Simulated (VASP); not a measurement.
The system is PbS (Galena).

```xyz
2
Lattice="0.0000 2.9657 2.9657 2.9657 0.0000 2.9657 2.9657 2.9657 0.0000" Properties=species:S:1:pos:R:3 pbc="T T T"
Pb    0.0000    0.0000    0.0000
S     2.9657    2.9657    2.9657
```

- Program: VASP 6.6.1
- Task: relaxation of cell and atoms
- Functional: PBEsol
- Dispersion: D4
- Potentials or basis: VASP PAW PBE potentials, release 64 (Pb_d, S)
- Cutoff: 600 eV
- k mesh: 8 × 8 × 8
- Occupations: fermi-dirac, width 0.05 eV
- Spin: no spin polarisation

At the start: pressure -2.1 GPa; volume 26.09 Å³/atom.

How do energy, volume and symmetry change on relaxing?

Over 3 steps the energy falls by 6.3 meV/atom and the volume is 25.16 Å³/atom (-3.6 %); space group Fm-3m (No. 225, to 0.05 Å).

The path:
```tsv
step	energy change (eV)	largest force (eV/Å)	pressure (GPa)	volume (Å³)
1	0.0000	0.0000	-2.11	52.17
2	-0.0107	0.0000	0.88	49.62
3	-0.0126	0.0000	-0.01	50.31
```

Final structure:
```
Pb S
1.0
     0.00000    2.93006    2.93006
     2.93006    0.00000    2.93006
     2.93006    2.93006    0.00000
Pb S
1 1
Direct
  0.00000 0.00000 0.00000
  0.50000 0.50000 0.50000
```

Caveat: the PAW data sets were made with another functional, which shifts forces and pressure a little.
